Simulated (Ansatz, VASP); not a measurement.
**Two plane-wave programs on InGa3AsP**

```
In Ga P As
1.0
     5.37247    0.00000    0.00000
    -2.68624    4.65270    0.00000
     0.00000    0.00000    5.09640
In Ga P As
1 3 1 1
Direct
  0.33333 0.66667 0.00000
  0.50393 0.00785 0.50000
  0.99215 0.49607 0.50000
  0.50393 0.49607 0.50000
  0.66667 0.33333 0.00000
  0.00000 0.00000 0.00000
```

Change from the starting cell: species swapped into the LaMnAlNi3 type (P-6m2, No. 187).

Alike in both runs: functional PBE; k mesh 6 × 6 × 4; occupations gaussian, width 0.1 eV; no spin polarisation.

Ansatz relaxed the structure, and its values are those at the end. VASP's run is a single point on that final structure, the one shown.

|  | VASP | Ansatz |
| --- | --- | --- |
| version | VASP 6.6.1 | Ansatz 0.2.0 |
| potentials or method | VASP PAW PBE potentials, release 64 (In_d, Ga_d, P, As), cutoff 520 eV | scalar-relativistic, plane waves, PAW |
| valence electrons in the cell | 62 | 72 |

VASP gave:

```
gap on the k mesh at the Fermi level (eV) : none
pressure (GPa)                            : 0.0
rms of the force components (eV/Å)        : 0.015
```

**Question.** What did Ansatz give for the same quantities?

**Answer.** gap on the k mesh at the Fermi level (eV): none; pressure (GPa): 0.0; rms of the force components (eV/Å): 0.014.

A gap of «none» marks a metal or a gap that the smearing closes. VASP's potentials hold 62 valence electrons a cell and Ansatz's 72, so a difference there can come from the potentials and not from the codes.
